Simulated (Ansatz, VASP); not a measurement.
InWS4: VASP beside Ansatz

INCAR

```
PREC     = Accurate       # precision mode
ENCUT    = 600            # plane-wave cutoff, eV
EDIFF    = 1E-6           # SCF threshold, eV
ISMEAR   = 0              # smearing method
SIGMA    = 0.1            # smearing width, eV
LREAL    = F              # projectors in reciprocal space
LASPH    = T              # aspherical terms in the spheres
NELM     = 150            # most SCF steps
ALGO     = Fast           # electronic algorithm
ISIF     = 3              # what is computed and relaxed
LWAVE    = F              # write WAVECAR
LCHARG   = F              # write CHGCAR
ISPIN    = 2              # spin polarisation
MAGMOM   = 0 3.07 -0.3 0 0 0 # initial moments
LORBIT   = 11             # projections on sites
LMAXMIX  = 4              # l up to which the mixer works
GGA      = PE             # functional
IBRION   = 2              # ionic algorithm
NSW      = 90             # ionic steps
EDIFFG   = -0.04          # ionic threshold
```

The input KPOINTS:

```
Automatic mesh
0
Gamma
  4 4 4
```

POSCAR

```
InWS4
1.0
    4.9140215336      0.0000000000      0.0000000000
    0.0000000000      4.9140215336      0.0000000000
    0.0000000000      0.0000000000      5.6842291662
In W S
1 1 4
Direct
    0.5000000000      0.5000000000      0.0000000000
    0.5000000000      0.5000000000      0.5000000000
    0.0000000000      0.0000000000      0.5000000000
    0.0000000000      0.5000000000      0.0000000000
    0.5000000000      0.0000000000      0.0000000000
    0.0000000000      0.0000000000      0.0000000000
```

Input for Ansatz:

```yaml
crystal:
  lattice:
    - [4.9140215336, 0.0, 0.0]
    - [0.0, 4.9140215336, 0.0]
    - [0.0, 0.0, 5.6842291662]
  atoms:
    - { symbol: In, position: [0.5, 0.5, 0.0] }
    - { symbol: W, position: [0.5, 0.5, 0.5], spin: 3.07 }
    - { symbol: S, position: [0.0, 0.0, 0.5], spin: -0.3 }
    - { symbol: S, position: [0.0, 0.5, 0.0] }
    - { symbol: S, position: [0.5, 0.0, 0.0] }
    - { symbol: S, position: [0.0, 0.0, 0.0] }
basis:
  ecutwfc: 420
kpoints:
  mp_grid: { grid: [4, 4, 4] }
hamiltonian:
  xc: pbe
scf:
  occupations: { method: gaussian, width: 0.1 }
  lower_state_search: "off"
output:
  forces: true
  stress: true
  eigenvalues: true
  populations: true
magnetization:
  spin_polarized: true
relax:
  adjacent_minimum: "off"
  f_tol: 0.04
  max_steps: 70
  cell: { stress_tol: 0.4 }
```

Alike in both runs: task relaxation of cell and atoms; functional PBE; k mesh 4 × 4 × 4; occupations gaussian, width 0.1 eV; collinear spin.

|  | VASP | Ansatz |
| --- | --- | --- |
| version | VASP 6.6.1 | Ansatz 0.2.0 |
| potentials or method | VASP PAW PBE potentials, release 64 (In_d, W_sv, S), cutoff 600 eV | scalar-relativistic, plane waves, PAW |
| valence electrons in the cell | 51 | 51 |

Ansatz gave:

- gap on the k mesh at the Fermi level, each at its own relaxed structure (eV): none
- net moment per atom (μB): 0.60
- size of the moment on the site where the two differ most (μB): 2.66
- relaxed volume (Å³/atom): 22.98
- relaxed length of the cell vector where the two differ most in proportion (Å): 4.987

Task: Estimate VASP's values.

Result: gap on the k mesh at the Fermi level, each at its own relaxed structure (eV): none; net moment per atom (μB): 0.60; size of the moment on the site where the two differ most (μB): 2.89; relaxed volume (Å³/atom): 22.92; relaxed length of the cell vector where the two differ most in proportion (Å): 4.982.

Site moments also hang on the region over which each program counts them. A gap of «none» marks a metal or a gap that the smearing closes.

Spin-orbit coupling is off throughout. Noted on VASP's run: too few bands were computed for a metal, which touches its energy and stress.
